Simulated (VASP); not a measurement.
A run of VASP 6.6.1 is set up as follows.

INCAR

```
SYSTEM = Ti
ALGO     = Normal         ! electronic algorithm
EDIFF    = 1E-6           ! SCF threshold, eV
EDIFFG   = -0.005         ! ionic threshold
ENCUT    = 600            ! plane-wave cutoff, eV
GGA      = PE             ! functional
IBRION   = 2              ! ionic algorithm
ISIF     = 3              ! what is computed and relaxed
ISMEAR   = -1             ! smearing method
LASPH    = .TRUE.         ! aspherical terms in the spheres
LCHARG   = .FALSE.        ! write CHGCAR
LREAL    = .FALSE.        ! projectors in reciprocal space
LWAVE    = .FALSE.        ! write WAVECAR
NELM     = 100            ! most SCF steps
NSW      = 60             ! ionic steps
PREC     = Accurate       ! precision mode
PSTRESS  = 680.0        
SIGMA    = 0.1            ! smearing width, eV
```

The input KPOINTS:

```
k-points
0
G
  18 18 18
  0 0 0
```

Contents of POSCAR:

```
Ti
1.0
    0.0000000000      1.8278926141      1.8278926141
    1.8278926141      0.0000000000      1.8278926141
    1.8278926141      1.8278926141      0.0000000000
Ti
1
Direct
    0.0000000000      0.0000000000      0.0000000000
```

Potentials or basis: VASP PAW PBE potentials, release 64 (Ti_sv).

Command:

```console
$ cat potpaw_PBE.64/Ti_sv/POTCAR > POTCAR
$ mpirun -np 1 vasp_std > vasp.out
```

Question: Predict the space group after relaxing (to 0.1 Å).

Answer: Fm-3m (No. 225).

Question: What does it give for the band gap on the k mesh?

Answer: Zero (bands 6 and 7 overlap by 1.74 eV).

Question: Estimate the relaxed cell.

Answer: a = 2.581 Å, b = 2.581 Å, c = 2.581 Å, α = 60.00°, β = 60.00°, γ = 60.00°.

Question: What does it give for the relaxed volume?

Answer: 12.15 Å³/atom.

Step by step:
```csv
step,energy change (eV),largest force (eV/Å),pressure (GPa),volume (Å³)
1,0.0000,0.0000,66.46,12.21
2,0.0890,0.0000,71.48,12.01
3,0.0263,0.0000,67.99,12.15
```

Caveat: the cell is relaxed towards a set pressure, so the run minimises the enthalpy, not the energy.
